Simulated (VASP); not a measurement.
Al3Cu, 4 atoms in the cell. It takes space group P4/mmm (No. 123, tetragonal). Conventional cell: a = 2.752 Å, b = 2.752 Å, c = 7.649 Å, α = 90.00°, β = 90.00°, γ = 90.00°. Al (site symmetry 4/mmm) has 12 Al at 2.75 to 2.89 Å within 3.6 Å. Within 3.4 Å of Al (site symmetry 4mm) lie 4 Cu at 2.58 Å and 9 Al at 2.75 to 3.38 Å. Cu (site symmetry 4/mmm) has 8 Al at 2.58 Å and 4 Cu at 2.75 Å within 3.4 Å.  This cell differs from its parent crystal: biaxial strain in the a-b plane: -1.0 %.

| Quantity | Value |
| --- | --- |
| Program | VASP 6.6.1 |
| Task | single point |
| Functional | PBEsol |
| Potentials or basis | VASP PAW PBE potentials, release 64 (Al, Cu) |
| Cutoff | 520 eV |
| k mesh | 18 × 18 × 8 |
| Occupations | gaussian, width 0.1 eV |
| Spin | no spin polarisation |
| Dipole correction | no |
| Further INCAR settings | ALGO = Fast; EDIFF = 1e-06; NBANDS = 18 |

Potentials or basis: VASP PAW PBE potentials, release 64 (Al, Cu).

Run with:

```sh
$ cat potpaw_PBE.64/Al/POTCAR potpaw_PBE.64/Cu/POTCAR > POTCAR
$ mpirun -np 1 vasp_std > vasp.out
```

Hardware: 1 thread of AMD EPYC 9R45 96-Core Processor (Zen 5), with other jobs on the host.

Question: How long does it take, and how much memory?

Answer: Run time: 3.8 min on 1 thread of AMD EPYC 9R45 96-Core Processor (Zen 5) (shared host), peak memory 0.34 GiB. Counts: scf iterations 28, k points 275.
